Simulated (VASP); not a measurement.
# In2Te2S (P-3m1) in VASP: further runs

Runs on In2Te2S. Level: PBE. Tasks: single point, relaxation of cell and atoms.

All numbers are computed with VASP 6.6.1; they aren't measurements. Logs are shortened: lines on timing, memory, paths and dates and some standing lists are left out, and cuts for length are marked.

## 1. The cell of the first run

Symmetry: P-3m1, No. 164, trigonal system. The conventional cell has a = 4.468 Å, b = 4.468 Å, c = 7.859 Å, α = 90.00°, β = 90.00°, γ = 120.00°. Within 3.5 Å of In (site symmetry 3m) lie 4 Te at 2.65 to 2.67 Å and 3 S at 3.43 Å. Te (site symmetry 3m) has 4 In at 2.65 to 2.67 Å and 3 Te at 3.25 Å within 3.5 Å. S (site symmetry -3m) has 6 In at 3.43 Å and 6 Te at 3.91 Å and 6 S at 4.47 Å within 4.5 Å.

The cell was built from a structure type or drawn by symmetry, and may not be a known phase.

## 2. Single point, PBE

INCAR

```
SYSTEM = In2Te2S
PREC     = Accurate       ! precision mode
ENCUT    = 520            ! plane-wave cutoff, eV
EDIFF    = 1E-7           ! SCF threshold, eV
ISMEAR   = 0              ! smearing method
SIGMA    = 0.1            ! smearing width, eV
LREAL    = .FALSE.        ! projectors in reciprocal space
LASPH    = .TRUE.         ! aspherical terms in the spheres
NELM     = 100            ! most SCF steps
ALGO     = Normal         ! electronic algorithm
ISIF     = 2              ! what is computed and relaxed
LWAVE    = .FALSE.        ! write WAVECAR
LCHARG   = .FALSE.        ! write CHGCAR
GGA      = PE             ! functional
NBANDS   = 30             ! bands
```

KPOINTS

```
regular mesh
0
G
  6 6 2
  0 0 0
```

POSCAR

```
In2Te2S
1.0
    4.4675260300      0.0000000000      0.0000000000
   -2.2337630100      3.8689910300      0.0000000000
    0.0000000000      0.0000000000      7.8590392800
In Te S
2 2 1
Direct
    0.6666666700      0.3333333300      0.7115232900
    0.3333333300      0.6666666700      0.2884767100
    0.6666666700      0.3333333300      0.3743899500
    0.3333333300      0.6666666700      0.6256100500
    0.0000000000      0.0000000000      0.0000000000
```

Potentials or basis: VASP PAW PBE potentials, release 64 (In_d, Te, S).

Command:

```sh
cat potpaw_PBE.64/In_d/POTCAR potpaw_PBE.64/Te/POTCAR potpaw_PBE.64/S/POTCAR > POTCAR
mpirun -np 1 vasp_std > vasp.out
```

OUTCAR:

```text
SYSTEM = In2Te2S
   PREC = Accurate
   ENCUT = 520
   EDIFF = 1E-7
   ISMEAR = 0
   LREAL = .FALSE.
   LASPH = .TRUE.
   NELM = 100
   ISIF = 2
   GGA = PE

 ion  position               nearest neighbor table
   1  0.667  0.333  0.712-   3 2.65   4 2.67   4 2.67   4 2.67
   2  0.333  0.667  0.288-   4 2.65   3 2.67   3 2.67   3 2.67
   3  0.667  0.333  0.374-   1 2.65   2 2.67   2 2.67   2 2.67   4 3.25   4 3.25   4 3.25
   4  0.333  0.667  0.626-   2 2.65   1 2.67   1 2.67   1 2.67   3 3.25   3 3.25   3 3.25
   5  0.000  0.000  0.000-

  LATTYP: Found a hexagonal cell.
 ALAT       =     4.4675260300
 C/A-ratio  =     1.7591479551

  Lattice vectors:

 A1 = (   4.4675260300,   0.0000000000,   0.0000000000)
 A2 = (  -2.2337630100,   3.8689910300,   0.0000000000)
 A3 = (   0.0000000000,   0.0000000000,   7.8590392800)

Analysis of symmetry for initial positions (statically):
=====================================================================
 Subroutine PRICEL returns:
 Original cell was already a primitive cell.

 Routine SETGRP: Setting up the symmetry group for a
 hexagonal supercell.

 Subroutine GETGRP returns: Found 12 space group operations
 (whereof 12 operations were pure point group operations)
 out of a pool of 24 trial point group operations.

The static configuration has the point symmetry D_3d.

Analysis of symmetry for dynamics (positions and initial velocities):
=====================================================================
 Subroutine PRICEL returns:
 Original cell was already a primitive cell.

 Routine SETGRP: Setting up the symmetry group for a
 hexagonal supercell.

 Subroutine GETGRP returns: Found 12 space group operations
 (whereof 12 operations were pure point group operations)
 out of a pool of 24 trial point group operations.

The dynamic configuration has the point symmetry D_3d.

 Subroutine INISYM returns: Found 12 space group operations
 (whereof 12 operations are pure point group operations),
 and found     1 'primitive' translations

----------------------------------------------------------------------------------------

                                     Primitive cell

  volume of cell :     135.8421

  direct lattice vectors                    reciprocal lattice vectors
     4.467526030  0.000000000  0.000000000     0.223837532  0.129232659  0.000000000
    -2.233763010  3.868991030  0.000000000     0.000000000  0.258465319  0.000000000
     0.000000000  0.000000000  7.859039280     0.000000000  0.000000000  0.127242016

  length of vectors
     4.467526030  4.467526024  7.859039280     0.258465318  0.258465319  0.127242016

  position of ions in fractional coordinates (direct lattice)
     0.666666670  0.333333330  0.711523290
     0.333333330  0.666666670  0.288476710
     0.666666670  0.333333330  0.374389950
     0.333333330  0.666666670  0.625610050
     0.000000000  0.000000000  0.000000000

  ion indices of the primitive-cell ions
   primitive index   ion index
                 1           1
                 2           2
                 3           3
                 4           4
                 5           5

----------------------------------------------------------------------------------------

 KPOINTS: regular mesh

Automatic generation of k-mesh.
 Grid dimensions read from file:
 generate k-points for:    6    6    2

 Generating k-lattice:

  Cartesian coordinates                     Fractional coordinates (reciprocal lattice)
     0.037306255  0.021538777  0.000000000     0.166666667  0.000000000  0.000000000
     0.000000000  0.043077553  0.000000000     0.000000000  0.166666667  0.000000000
     0.000000000  0.000000000  0.063621008     0.000000000  0.000000000  0.500000000

  Length of vectors
     0.043077553  0.043077553  0.063621008

  Shift w.r.t. Gamma in fractional coordinates (k-lattice)
     0.000000000  0.000000000  0.000000000

 Subroutine IBZKPT returns following result:
 ===========================================

 Found     14 irreducible k-points:

 Following reciprocal coordinates:
            Coordinates               Weight
  0.000000  0.000000  0.000000      1.000000
  0.166667  0.000000  0.000000      6.000000
  0.333333 -0.000000  0.000000      6.000000
  0.500000 -0.000000  0.000000      3.000000
  0.166667  0.166667  0.000000      6.000000
  0.333333  0.166667  0.000000     12.000000
  0.333333  0.333333  0.000000      2.000000
  0.000000  0.000000  0.500000      1.000000
  0.166667  0.000000  0.500000      6.000000
  0.333333 -0.000000  0.500000      6.000000
  0.500000 -0.000000  0.500000      3.000000
  0.166667  0.166667  0.500000      6.000000
  0.333333  0.166667  0.500000     12.000000
  0.333333  0.333333  0.500000      2.000000
   k-points           NKPTS =     14   k-points in BZ     NKDIM =     14   number of bands    NBANDS=     30
   number of dos      NEDOS =    301   number of ions     NIONS =      5
   total plane-waves  NPLWV =  77760
   dimension x,y,z NGX =    36 NGY =   36 NGZ =   60
   dimension x,y,z NGXF=    72 NGYF=   72 NGZF=  120
   ions per type =               2   2   1
   NGX,Y,Z   is equivalent  to a cutoff of  13.40, 13.40, 12.69 a.u.
   NGXF,Y,Z  is equivalent  to a cutoff of  26.79, 26.79, 25.38 a.u.
 SYSTEM =  In2Te2S
   PREC   = accura    normal or accurate (medium, high low for compatibility)
   ISTART =      0    job   : 0-new  1-cont  2-samecut
   ICHARG =      2    charge: 1-file 2-atom 10-const
   ISPIN  =      1    spin polarized calculation?
   LNONCOLLINEAR =      F non collinear calculations
   LSORBIT =      F    spin-orbit coupling
   LASPH  =      T    aspherical Exc in radial PAW
   ENCUT  =  520.0 eV  38.22 Ry    6.18 a.u.   8.31  8.31 14.61*2*pi/ulx,y,z
   NELM   =    100;   NELMIN=  2; NELMDL= -5     # of ELM steps
   EDIFF  = 0.1E-06   stopping-criterion for ELM
   LREAL  =      F    real-space projection
   EDIFFG = 0.1E-05   stopping-criterion for IOM
   NSW    =      0    number of steps for IOM
   IBRION =     -1    ionic relax: 0-MD 1-quasi-New 2-CG
   NFREE  =      0    steps in history (QN), initial steepest desc. (CG)
   ISIF   =      2    stress and relaxation
   ISYM   =      2    0-nonsym 1-usesym 2-fastsym
   POTIM  = 0.5000    time-step for ionic-motion
   TEBEG  =    0.0;   TEEND  =   0.0 temperature during run
   PSTRESS=    0.0 pullay stress
   NELECT =      44.0000    total number of electrons
   NUPDOWN=      -1.0000    fix difference up-down
   EMIN   =  10.00;   EMAX   =-10.00  energy-range for DOS
   EFERMI =   0.00;   METHOD = LEGACY
   ISMEAR =     0;   SIGMA  =   0.10  broadening in eV -4-tet -1-fermi 0-gaus
   EFERMI_NEDOS =   21; number of points for ismear=-14 and -15
   IALGO  =     38    algorithm
   IMIX   =      4    mixing-type and parameters
     AMIX     =   0.40;   BMIX     =  1.00
     AMIX_MAG =   1.60;   BMIX_MAG =  1.00
  volume/ion in A,a.u.               =      27.17       183.34
  Fermi-wavevector in a.u.,A,eV,Ry     =   1.124297  2.124613 17.198352  1.264043
  Thomas-Fermi vector in A             =   2.260968
   LORBIT       =      0    0 simple, 1 ext, 2 COOP (PROOUT), +10 PAW based schemes
   GGA     = PE    functional components
   LHFCALC =     F    Hartree Fock is set to
   AEXX    =    0.0000 exact exchange contribution
   IVDW    =     0    specifies the selected vdW correction
   LEPSILON=     F    determine dielectric tensor
   LRPA    =     F    only Hartree local field effects (RPA)
 non-spin polarized calculation
 Gauss-broadening in eV      SIGMA  =   0.10
  energy-cutoff  :      520.00
  volume of cell :      135.84
 maximum number of plane-waves:      3683
 NGX is ok and might be reduce to    36
   NGX = 17   NGY = 17   NGZ = 29

 number of electron      44.0000001 magnetization

 Free energy of the ion-electron system (eV)
  ---------------------------------------------------
  ext. energy  EPLUGINS =         0.00000000
  ---------------------------------------------------
  free energy    TOTEN  =       -11.83763288 eV

  energy without entropy =      -11.82847886  energy(sigma->0) =      -11.83305587

 E-fermi :   6.4082     XC(G=0):  -9.5212

 val. band max:        6.3316505502   @ k =   0.5000  -0.0000   0.0000
 cond. band min:       6.4245783483   @ k =   0.3333   0.3333   0.0000
 fundamental gap:      0.0929277981
 Fermi energy:         6.4082195583

 k-point     1 :       0.0000    0.0000    0.0000
  band No.  band energies     occupation
      1      -9.0822      2.00000
      2      -8.8857      2.00000
      3      -8.8857      2.00000
      4      -8.8825      2.00000
      5      -8.8455      2.00000
      6      -8.8455      2.00000
[... 22 lines left out ...]
     29      10.1554      0.00000
     30      10.5535      0.00000

 k-point     2 :       0.1667    0.0000    0.0000
  band No.  band energies     occupation
      1      -9.1099      2.00000
      2      -8.9748      2.00000
      3      -8.8747      2.00000
      4      -8.8644      2.00000
      5      -8.8530      2.00000
      6      -8.8317      2.00000
[... 22 lines left out ...]
     29      11.1479      0.00000
     30      11.5782      0.00000

 k-point     3 :       0.3333   -0.0000    0.0000
  band No.  band energies     occupation
      1      -9.1540      2.00000
      2      -9.1029      2.00000
      3      -8.8535      2.00000
      4      -8.8471      2.00000
      5      -8.8124      2.00000
      6      -8.8043      2.00000
[... 22 lines left out ...]
     29      12.3206      0.00000
     30      12.7349      0.00000

 k-point     4 :       0.5000   -0.0000    0.0000
  band No.  band energies     occupation
      1      -9.1722      2.00000
      2      -9.1484      2.00000
      3      -8.8436      2.00000
      4      -8.8389      2.00000
      5      -8.7947      2.00000
      6      -8.7908      2.00000
[... 286 lines left out ...]
     29      11.9795      0.00000
     30      12.2850      0.00000

 k-point    13 :       0.3333    0.1667    0.5000
  band No.  band energies     occupation
      1      -9.1687      2.00000
      2      -9.1457      2.00000
      3      -8.8454      2.00000
      4      -8.8309      2.00000
      5      -8.8046      2.00000
      6      -8.7925      2.00000
[... 22 lines left out ...]
     29      12.5760      0.00000
     30      12.7945      0.00000

 k-point    14 :       0.3333    0.3333    0.5000
  band No.  band energies     occupation
      1      -9.1688      2.00000
      2      -9.1688      2.00000
      3      -8.8400      2.00000
      4      -8.8112      2.00000
      5      -8.8112      2.00000
      6      -8.7924      2.00000
[... 22 lines left out ...]
     29      12.4657      0.00000
     30      12.4657      0.00000

------------------------ aborting loop because EDIFF is reached ----------------------------------------

  FORCE on cell =-STRESS in cart. coord.  units (eV):
  Direction    XX          YY          ZZ          XY          YZ          ZX
  --------------------------------------------------------------------------------------
  -------------------------------------------------------------------------------------
  Total       14.3051791     14.3051791     15.5644833      0.0000000      0.0000000     -0.0000000
  in kB      168.7211814    168.7211811    183.5739348      0.0000002      0.0000000     -0.0000000
  external PRESSURE =     173.6720991 kB  Pullay stress =       0.0000000 kB

 VOLUME and BASIS-vectors are now :
 -----------------------------------------------------------------------------
  energy-cutoff  :      520.00
  volume of cell :      135.84
      direct lattice vectors                 reciprocal lattice vectors
     4.467526030  0.000000000  0.000000000     0.223837532  0.129232659  0.000000000
    -2.233763010  3.868991030  0.000000000     0.000000000  0.258465319  0.000000000
     0.000000000  0.000000000  7.859039280     0.000000000  0.000000000  0.127242016

 POSITION                                       TOTAL-FORCE (eV/Angst)
 -----------------------------------------------------------------------------------
      2.23376      1.28966      5.59189         0.000000     -0.000000      4.972122
     -0.00000      2.57933      2.26715        -0.000000      0.000000     -4.972122
      2.23376      1.28966      2.94235        -0.000000      0.000000     -2.894613
     -0.00000      2.57933      4.91669        -0.000000      0.000000      2.894613
      0.00000      0.00000      0.00000        -0.000000      0.000000     -0.000000
 -----------------------------------------------------------------------------------
    total drift:                               -0.000000     -0.000000      0.000000

  FREE ENERGIE OF THE ION-ELECTRON SYSTEM (eV)
  ---------------------------------------------------
  free  energy   TOTEN  =       -11.8376328801 eV

  energy  without entropy=      -11.8284788641  energy(sigma->0) =      -11.83305587
```

It took 93 s on 1 thread of Intel Xeon 8259CL, shared host; peak memory 0.29 GiB.

Results:

```
Free energy            : -11.8376 eV
Pressure               : 17.4 GPa
Largest force          : 4.972 eV/Å
Band gap on the k mesh : zero (bands 22 and 23 overlap by 0.28 eV)
```

Forces on the atoms (eV/Å):
```
In   0.000  0.000  4.972
In   0.000  0.000 -4.972
Te   0.000  0.000 -2.895
Te   0.000  0.000  2.895
S    0.000  0.000  0.000
```

Stress tensor (GPa, compression positive):
```
16.87  0.00  0.00
 0.00 16.87  0.00
 0.00  0.00 18.36
```

Caveat: the k points lie up to 0.40 Å⁻¹ apart; spin-orbit coupling is left out, which moves the levels of the heavy elements; forces of over 1 eV/Å act on the atoms, so gaps and moduli don't describe the material at rest.

## 3. Single point, PBE

This run uses another cell than the first one, of 31.31 Å³/atom.

INCAR

```
ALGO     = Normal         # electronic algorithm
EDIFF    = 1E-6           # SCF threshold, eV
ENCUT    = 520            # plane-wave cutoff, eV
GGA      = PE             # functional
ISIF     = 2              # what is computed and relaxed
ISMEAR   = 0              # smearing method
LASPH    = True           # aspherical terms in the spheres
LCHARG   = False          # write CHGCAR
LREAL    = False          # projectors in reciprocal space
LWAVE    = False          # write WAVECAR
NBANDS   = 30             # bands
NELM     = 60             # most SCF steps
PREC     = Accurate       # precision mode
SIGMA    = 0.1            # smearing width, eV
```

KPOINTS

```
k-points
0
Gamma
  6 6 2
```

POSCAR

```
In2Te2S
1.0
    4.1251098439     -0.0000000027      0.0000000000
   -2.0625549197      3.5724499196      0.0000000000
    0.0000000000      0.0000000000     10.6241282546
In Te S
2 2 1
Direct
    0.6666666667      0.3333333333      0.8384078598
    0.3333333333      0.6666666667      0.1615921402
    0.6666666667      0.3333333333      0.3122831667
    0.3333333333      0.6666666667      0.6877168333
    0.0000000000      0.0000000000      0.0000000000
```

Potentials or basis: VASP PAW PBE potentials, release 64 (In_d, Te, S).

Command:

```sh
cat potpaw_PBE.64/In_d/POTCAR potpaw_PBE.64/Te/POTCAR potpaw_PBE.64/S/POTCAR > POTCAR
mpirun -np 1 vasp_std > vasp.out
```

Wall time 1.9 min (1 thread of Intel Xeon 8259CL, shared host); peak memory 0.3 GiB.

Results (log left out):

* Free energy: -16.8190 eV
* Pressure: 0.1 GPa
* Largest force: 0.009 eV/Å
* Band gap on the k mesh: zero (bands 22 and 23 overlap by 0.66 eV)

Forces on the atoms (eV/Å):
```
In   0.000  0.000 -0.003
In   0.000  0.000  0.003
Te   0.000  0.000  0.009
Te   0.000  0.000 -0.009
S    0.000  0.000  0.000
```

Stress tensor (GPa, compression positive):
```
0.05 0.00 0.00
0.00 0.05 0.00
0.00 0.00 0.14
```

Levels at points of the mesh, in eV from the Fermi level:
```csv
k point,band 19,band 20,band 21,band 22,band 23,band 24,band 25,band 26
"(0.00, 0.00, 0.00)",-0.01,-0.01,0.11,0.11,0.30,2.65,2.80,3.97
"(0.50, 0.00, 0.00)",-1.90,-1.10,-1.01,-0.64,-0.55,1.79,3.34,4.33
"(0.00, 0.00, 0.50)",0.05,0.05,0.05,0.05,1.07,2.15,2.96,3.96
"(0.50, 0.00, 0.50)",-2.29,-1.19,-0.59,-0.54,-0.23,1.42,3.12,4.56
```

Caveat: spin-orbit coupling is left out, which moves the levels of the heavy elements; this functional lacks dispersion, which binds the layers, so the pressure and a relaxed spacing across them are unreliable.

(Part 1 of 2 ends here.)
